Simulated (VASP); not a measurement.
## NaI: single point with PBEsol

Crystal: NaI.

```
Na I
1.0
     0.00000    6.45944    6.45944
     6.45944    0.00000    6.45944
     6.45944    6.45944    0.00000
Na I
8 8
Cartesian
  -0.3968 -0.5001 0.6211
  3.0942 3.2365 0.1100
  3.1803 -0.4203 3.4251
  6.8439 3.0530 3.0351
  -0.1087 3.3614 2.8416
  3.1469 6.6222 2.8260
  3.2380 3.8812 5.9377
  7.0478 6.3113 6.9805
  3.3027 3.4554 3.3592
  6.5170 6.5207 3.1920
  6.3711 2.9542 6.3746
  9.7437 6.4857 6.2002
  3.0221 6.4643 6.3616
  6.5769 9.8594 6.7424
  6.4908 6.3519 9.8854
  9.6137 9.6370 9.5712
```

- Program: VASP 6.6.1
- Task: single point
- Functional: PBEsol
- Potentials or basis: VASP PAW PBE potentials, release 64 (Na_pv, I)
- Cutoff: 520 eV
- k mesh: 2 × 2 × 2
- Occupations: fermi-dirac, width 0.146 eV
- Spin: no spin polarisation

- Pressure: 1.9 GPa
- Largest force: 1.739 eV/Å
- Band gap on the k mesh: 3.14 eV

Forces in eV/Å, atoms in the order of the input:
```
Na   0.134  1.119 -0.938
Na   0.089 -0.249 -0.006
Na  -0.007  0.486 -0.767
Na  -0.826  0.025  0.736
Na   0.124 -0.261  0.328
Na   0.206 -0.199  0.488
Na   0.104 -1.019  1.180
Na  -0.876  0.004 -0.369
I   -0.051 -0.323 -1.646
I    0.058  0.269  1.213
I    0.099  0.292 -0.151
I    0.174  0.076  0.439
I    0.116  1.388  0.372
I   -0.028 -1.456 -0.951
I   -0.097  0.059 -0.025
I    0.783 -0.210  0.095
```

Stress tensor (GPa, compression positive):
```
 0.89 -0.29  0.10
-0.29  2.06  0.83
 0.10  0.83  2.84
```

Levels at points of the mesh, in eV from the valence-band top:
| k point | band 52 | band 53 | band 54 | band 55 | band 56 | band 57 | band 58 | band 59 | band 60 | band 61 |
| --- | --- | --- | --- | --- | --- | --- | --- | --- | --- | --- |
| (0.00, 0.00, 0.00) | -0.47 | -0.43 | -0.19 | -0.10 | 0.00 | 3.14 | 4.15 | 4.17 | 4.22 | 4.41 |
| (0.50, 0.00, 0.00) | -0.69 | -0.39 | -0.34 | -0.23 | -0.14 | 4.27 | 4.39 | 4.86 | 4.91 | 5.07 |
| (0.00, 0.50, 0.00) | -0.59 | -0.54 | -0.48 | -0.21 | -0.07 | 4.12 | 4.62 | 4.71 | 4.81 | 4.93 |
| (0.00, 0.00, 0.50) | -0.57 | -0.54 | -0.49 | -0.22 | -0.10 | 4.34 | 4.45 | 4.81 | 4.94 | 5.09 |
| (0.50, 0.50, 0.50) | -0.60 | -0.54 | -0.47 | -0.20 | -0.09 | 4.23 | 4.54 | 4.88 | 4.94 | 5.06 |
| (0.50, 0.50, 0.00) | -0.69 | -0.56 | -0.38 | -0.34 | -0.14 | 4.72 | 4.82 | 5.26 | 5.40 | 5.44 |
| (0.00, 0.50, 0.50) | -0.61 | -0.52 | -0.44 | -0.38 | -0.25 | 4.64 | 4.87 | 5.27 | 5.31 | 5.38 |
| (0.50, 0.00, 0.50) | -0.68 | -0.59 | -0.43 | -0.26 | -0.14 | 4.60 | 4.87 | 5.15 | 5.32 | 5.43 |

Wall time 5.2 min on 1 thread of Intel(R) Xeon(R) 6975P-C (Granite Rapids) (shared host), peak memory 0.75 GiB.

Caveat: the k points lie up to 0.42 Å⁻¹ apart; the PAW data sets were made with another functional, which shifts forces and pressure a little; spin-orbit coupling is left out, which moves the levels of the heavy elements.
